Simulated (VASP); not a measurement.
# Si2Mo (I4/mmm) in VASP: further runs

Si2Mo is run at these levels: PBEsol; tasks: single point, relaxation of cell and atoms.

Program: VASP 6.6.1. These are calculated values, not measurements. Logs are shortened: lines on timing, memory, paths and dates and some standing lists are left out, and cuts for length are marked.

## (1) The cell of the first run

Symmetry: I4/mmm, No. 139, tetragonal system. Conventional cell: a = 3.190 Å, b = 3.190 Å, c = 7.821 Å, α = 90.00°, β = 90.00°, γ = 90.00°. Within 3.4 Å of Si (site symmetry 4mm) lie 9 Si at 2.58 to 3.19 Å and 5 Mo at 2.60 to 2.62 Å. Mo (site symmetry 4/mmm) has 10 Si at 2.60 to 2.62 Å and 4 Mo at 3.19 Å within 3.4 Å.

## (2) Single point, PBEsol

File INCAR:

```
SYSTEM = Si2Mo
PREC = Accurate ; ENCUT = 520
EDIFF = 1E-7 ; ISMEAR = 0
SIGMA = 0.1 ; LREAL = .FALSE.
LASPH = .TRUE. ; NELM = 100
ALGO = Normal ; ISIF = 2
LWAVE = .FALSE. ; LCHARG = .TRUE.
GGA = PS ; LELF = .TRUE.
LVHAR = .TRUE. ; NBANDS = 18
```

File KPOINTS:

```
Automatic mesh
0
G
  18 18 18
  0 0 0
```

File POSCAR:

```
Si2Mo
1.0
   -1.5950350848      1.5950350848      3.9106920018
    1.5950350848     -1.5950350848      3.9106920018
    1.5950350848      1.5950350848     -3.9106920018
Si Mo
2 1
Direct
    0.3350596647      0.3350596647      0.0000000000
    0.6649403353      0.6649403353      0.0000000000
    0.0000000000      0.0000000000      0.0000000000
```

Potentials or basis: VASP PAW PBE potentials, release 64 (Si, Mo_sv).

Run with:

```sh
cat potpaw_PBE.64/Si/POTCAR potpaw_PBE.64/Mo_sv/POTCAR > POTCAR
mpirun -np 1 vasp_std > vasp.out
```

OUTCAR:

```text
SYSTEM = Si2Mo
   PREC = Accurate
   ENCUT = 520
   EDIFF = 1E-7
   ISMEAR = 0
   LREAL = .FALSE.
   LASPH = .TRUE.
   NELM = 100
   ISIF = 2
   GGA = PS

 ion  position               nearest neighbor table
   1  0.335  0.335  0.000-   2 2.58   3 2.60   3 2.60   3 2.60   3 2.60   2 2.62   2 2.62   2 2.62
                             2 2.62   3 2.62
   2  0.665  0.665  0.000-   1 2.58   3 2.60   3 2.60   3 2.60   3 2.60   1 2.62   1 2.62   1 2.62
                             1 2.62   3 2.62
   3  0.000  0.000  0.000-   2 2.60   2 2.60   1 2.60   1 2.60   2 2.60   1 2.60   2 2.60   1 2.60
                             1 2.62   2 2.62

  LATTYP: Found a body centered tetragonal cell.
 ALAT       =     3.1900701696
 C/A-ratio  =     2.4517905838

  Lattice vectors:

 A1 = (  -1.5950350848,   1.5950350848,   3.9106920018)
 A2 = (   1.5950350848,  -1.5950350848,   3.9106920018)
 A3 = (   1.5950350848,   1.5950350848,  -3.9106920018)

Analysis of symmetry for initial positions (statically):
=====================================================================
 Subroutine PRICEL returns:
 Original cell was already a primitive cell.

 Routine SETGRP: Setting up the symmetry group for a
 body centered tetragonal supercell.

 Subroutine GETGRP returns: Found 16 space group operations
 (whereof 16 operations were pure point group operations)
 out of a pool of 16 trial point group operations.

The static configuration has the point symmetry D_4h.

Analysis of symmetry for dynamics (positions and initial velocities):
=====================================================================
 Subroutine PRICEL returns:
 Original cell was already a primitive cell.

 Routine SETGRP: Setting up the symmetry group for a
 body centered tetragonal supercell.

 Subroutine GETGRP returns: Found 16 space group operations
 (whereof 16 operations were pure point group operations)
 out of a pool of 16 trial point group operations.

The dynamic configuration has the point symmetry D_4h.

 Subroutine INISYM returns: Found 16 space group operations
 (whereof 16 operations are pure point group operations),
 and found     1 'primitive' translations

----------------------------------------------------------------------------------------

                                     Primitive cell

  volume of cell :      39.7973

  direct lattice vectors                    reciprocal lattice vectors
    -1.595035085  1.595035085  3.910692002     0.000000000  0.313472728  0.127854610
     1.595035085 -1.595035085  3.910692002     0.313472728  0.000000000  0.127854610
     1.595035085  1.595035085 -3.910692002     0.313472728  0.313472728  0.000000000
[... 90 lines left out ...]
   IBRION =     -1    ionic relax: 0-MD 1-quasi-New 2-CG
   NFREE  =      0    steps in history (QN), initial steepest desc. (CG)
   ISIF   =      2    stress and relaxation
   ISYM   =      2    0-nonsym 1-usesym 2-fastsym
   POTIM  = 0.5000    time-step for ionic-motion
   TEBEG  =    0.0;   TEEND  =   0.0 temperature during run
   PSTRESS=    0.0 pullay stress
   NELECT =      22.0000    total number of electrons
   NUPDOWN=      -1.0000    fix difference up-down
   EMIN   =  10.00;   EMAX   =-10.00  energy-range for DOS
   EFERMI =   0.00;   METHOD = LEGACY
   ISMEAR =     0;   SIGMA  =   0.10  broadening in eV -4-tet -1-fermi 0-gaus
   EFERMI_NEDOS =   21; number of points for ismear=-14 and -15
   IALGO  =     38    algorithm
   IMIX   =      4    mixing-type and parameters
     AMIX     =   0.40;   BMIX     =  1.00
     AMIX_MAG =   1.60;   BMIX_MAG =  1.00
  volume/ion in A,a.u.               =      13.27        89.52
  Fermi-wavevector in a.u.,A,eV,Ry     =   1.343583  2.539003 24.561429  1.805214
  Thomas-Fermi vector in A             =   2.471645
   LORBIT       =      0    0 simple, 1 ext, 2 COOP (PROOUT), +10 PAW based schemes
   GGA     = PS    functional components
   LHFCALC =     F    Hartree Fock is set to
   AEXX    =    0.0000 exact exchange contribution
   IVDW    =     0    specifies the selected vdW correction
   LEPSILON=     F    determine dielectric tensor
   LRPA    =     F    only Hartree local field effects (RPA)
 non-spin polarized calculation
 Gauss-broadening in eV      SIGMA  =   0.10
  energy-cutoff  :      520.00
  volume of cell :       39.80
 maximum number of plane-waves:      1104
 NGX is ok and might be reduce to    36
   NGX = 17   NGY = 17   NGZ = 17

 number of electron      22.0000000 magnetization

 Free energy of the ion-electron system (eV)
  ---------------------------------------------------
  ext. energy  EPLUGINS =         0.00000000
  ---------------------------------------------------
  free energy    TOTEN  =       -25.07998470 eV

  energy without entropy =      -25.07880095  energy(sigma->0) =      -25.07939282

 E-fermi :  12.3388     XC(G=0): -12.5626

 val. band max:       12.3386940575   @ k =  -0.3333  -0.3333   0.2778
 cond. band min:      12.3434428506   @ k =  -0.0556   0.0556   0.0000
 fundamental gap:      0.0047487932
 Fermi energy:        12.3388172648

 k-point     1 :       0.0000    0.0000    0.0000
  band No.  band energies     occupation
      1     -48.2688      2.00000
      2     -22.4593      2.00000
      3     -22.3753      2.00000
      4     -22.3753      2.00000
      5      -1.1622      2.00000
      6       5.8680      2.00000
[... 481 lines left out ...]
      5      -0.2859      2.00000
      6       5.9542      2.00000
[... 10 lines left out ...]
     17      18.6573      0.00000
     18      20.8222      0.00000

 [... further k-points ...]

------------------------ aborting loop because EDIFF is reached ----------------------------------------

  FORCE on cell =-STRESS in cart. coord.  units (eV):
  Direction    XX          YY          ZZ          XY          YZ          ZX
  --------------------------------------------------------------------------------------
  -------------------------------------------------------------------------------------
  Total        0.0970897      0.0970897      0.0862403      0.0000000      0.0000000     -0.0000000
  in kB        3.9086752      3.9086752      3.4718964      0.0000000      0.0000000     -0.0000000
  external PRESSURE =       3.7630822 kB  Pullay stress =       0.0000000 kB

 VOLUME and BASIS-vectors are now :
 -----------------------------------------------------------------------------
  energy-cutoff  :      520.00
  volume of cell :       39.80
      direct lattice vectors                 reciprocal lattice vectors
    -1.595035085  1.595035085  3.910692002     0.000000000  0.313472728  0.127854610
     1.595035085 -1.595035085  3.910692002     0.313472728  0.000000000  0.127854610
     1.595035085  1.595035085 -3.910692002     0.313472728  0.313472728  0.000000000

 POSITION                                       TOTAL-FORCE (eV/Angst)
 -----------------------------------------------------------------------------------
      0.00000      0.00000      2.62063        -0.000000     -0.000000     -0.004048
      0.00000      0.00000      5.20075         0.000000      0.000000      0.004048
      0.00000      0.00000      0.00000         0.000000      0.000000      0.000000
 -----------------------------------------------------------------------------------
    total drift:                               -0.000000      0.000000      0.000000

  FREE ENERGIE OF THE ION-ELECTRON SYSTEM (eV)
  ---------------------------------------------------
  free  energy   TOTEN  =       -25.0799846974 eV

  energy  without entropy=      -25.0788009518  energy(sigma->0) =      -25.07939282
```

OSZICAR:

```text
N       E                     dE             d eps       ncg     rms          rms(c)
DAV:   1     0.119088932396E+03    0.11909E+03   -0.11326E+04 17312   0.116E+03
DAV:   2    -0.229191804915E+02   -0.14201E+03   -0.13916E+03 20706   0.299E+02
DAV:   3    -0.260294220980E+02   -0.31102E+01   -0.30798E+01 21276   0.392E+01
DAV:   4    -0.260471458799E+02   -0.17724E-01   -0.17704E-01 20468   0.321E+00
DAV:   5    -0.260472603031E+02   -0.11442E-03   -0.11442E-03 20146   0.273E-01    0.231E+01
DAV:   6    -0.252515981927E+02    0.79566E+00   -0.56241E+00 18238   0.156E+01    0.506E+00
DAV:   7    -0.251219903063E+02    0.12961E+00   -0.83141E-01 18036   0.550E+00    0.474E+00
DAV:   8    -0.250811525223E+02    0.40838E-01   -0.10704E-01 18728   0.238E+00    0.444E-01
DAV:   9    -0.250801106700E+02    0.10419E-02   -0.20274E-03 20460   0.356E-01    0.242E-01
DAV:  10    -0.250800003110E+02    0.11036E-03   -0.49898E-04 19222   0.189E-01    0.591E-02
DAV:  11    -0.250799876639E+02    0.12647E-04   -0.15590E-04 18916   0.923E-02    0.392E-02
DAV:  12    -0.250799854513E+02    0.22126E-05   -0.23741E-05 18444   0.347E-02    0.100E-02
DAV:  13    -0.250799848296E+02    0.62173E-06   -0.16334E-06 18664   0.106E-02    0.242E-03
DAV:  14    -0.250799847166E+02    0.11297E-06   -0.30985E-08  9976   0.125E-03    0.520E-04
DAV:  15    -0.250799846974E+02    0.19218E-07   -0.48548E-09  9394   0.525E-04
   1 F= -.25079985E+02 E0= -.25079393E+02  d E =-.118375E-02
```

Wall time 6.6 min (1 thread of Intel Xeon Platinum 8259CL at 2.50GHz (Skylake/Cascade Lake), shared host); peak memory 0.45 GiB.

What came out:

```
Free energy            : -25.0800 eV
Pressure               : 0.4 GPa
Largest force          : 0.004 eV/Å
Band gap on the k mesh : zero (band 11 reaches 12.82 eV, above the bottom of band 12 at 11.88 eV)
```

Forces on the atoms (eV/Å):
```
Si   0.000  0.000 -0.004
Si   0.000  0.000  0.004
Mo   0.000  0.000  0.000
```

Caveat: the PAW data sets were made with another functional, which shifts forces and pressure a little.

## (3) Relaxation of cell and atoms, PBEsol

This run uses another cell than the first one, of 13.42 Å³/atom, 1.011 times its volume.

File INCAR:

```
PREC = Accurate
ENCUT = 600
EDIFF = 1E-6
ISMEAR = 0
SIGMA = 0.1
LREAL = F
LASPH = T
NELM = 100
ALGO = Normal
ISIF = 3
LWAVE = F
LCHARG = F
GGA = PS
IBRION = 2
NSW = 100
EDIFFG = -0.005
```

File KPOINTS:

```
regular mesh
0
Gamma
  18 18 18
```

File POSCAR:

```
Si2Mo
1.0
   -1.6000000000      1.6000000000      3.9305000000
    1.6000000000     -1.6000000000      3.9305000000
    1.6000000000      1.6000000000     -3.9305000000
Si Mo
2 1
Direct
    0.3330000000      0.3330000000      0.0000000000
    0.6670000000      0.6670000000      0.0000000000
    0.0000000000      0.0000000000      0.0000000000
```

Potentials or basis: VASP PAW PBE potentials, release 64 (Si, Mo_sv).

Run with:

```sh
cat potpaw_PBE.64/Si/POTCAR potpaw_PBE.64/Mo_sv/POTCAR > POTCAR
mpirun -np 1 vasp_std > vasp.out
```

It took 21 min on 1 thread of Intel Xeon Platinum 8259CL at 2.50GHz (Skylake/Cascade Lake), shared host; peak memory 0.49 GiB.

The run converged. Its results:

```
Free energy                            : -25.0802 eV
Relaxed volume                         : 13.29 Å³/atom
Relaxed cell                           : a = 4.517 Å, b = 4.517 Å, c = 4.517 Å, α = 138.61°, β = 138.61°, γ = 59.96°
Space group after relaxing (to 0.05 Å) : I4/mmm (No. 139)
Energy gained by relaxing              : 2.9 meV/atom
Ionic steps                            : 8
Pressure after relaxing                : 0.0 GPa
Largest force after relaxing           : 0.004 eV/Å
Band gap on the k mesh                 : zero (band 11 reaches 12.80 eV, above the bottom of band 12 at 11.85 eV)
```

Forces in eV/Å, atoms in the order of the input:
```
Si   0.000  0.000  0.004
Si   0.000  0.000 -0.004
Mo   0.000  0.000  0.000
```

Step by step:
```csv
step,energy change (eV),largest force (eV/Å),pressure (GPa),volume (Å³)
1,0.0000,0.3273,-2.40,40.25
2,0.0028,0.0427,4.61,39.09
3,-0.0068,0.1671,0.70,39.71
4,-0.0086,0.0046,0.00,39.86
5,-0.0086,0.0002,0.00,39.86
6,-0.0086,0.0031,0.01,39.86
7,-0.0086,0.0042,-0.01,39.86
8,-0.0086,0.0040,0.01,39.86
```

Final structure:
```cif
data_structure
_symmetry_space_group_name_H-M 'P 1'
_symmetry_Int_Tables_number 1
_cell_length_a 4.5165
_cell_length_b 4.5165
_cell_length_c 4.5165
_cell_angle_alpha 138.614
_cell_angle_beta 138.614
_cell_angle_gamma 59.964
_cell_volume 39.86
loop_
_atom_site_label
_atom_site_type_symbol
_atom_site_fract_x
_atom_site_fract_y
_atom_site_fract_z
_atom_site_occupancy
Si1 Si 0.33503 0.33503 0.00000 1
Si2 Si 0.66497 0.66497 0.00000 1
Mo1 Mo 0.00000 0.00000 0.00000 1
```

Levels at points of the mesh, in eV from the Fermi level:
```csv
k point,band 9,band 10,band 11,band 12,band 13,band 14
"(0.00, 0.00, 0.00)",-2.64,-2.64,0.38,3.14,3.22,3.55
"(0.50, 0.00, 0.00)",-2.62,-2.60,-0.52,2.28,3.13,4.14
"(0.50, 0.50, 0.00)",-4.48,-3.10,-1.21,2.33,2.77,3.18
"(0.50, 0.50, 0.50)",-0.59,-0.59,-0.46,-0.46,0.52,4.77
```

Caveat: the PAW data sets were made with another functional, which shifts forces and pressure a little.
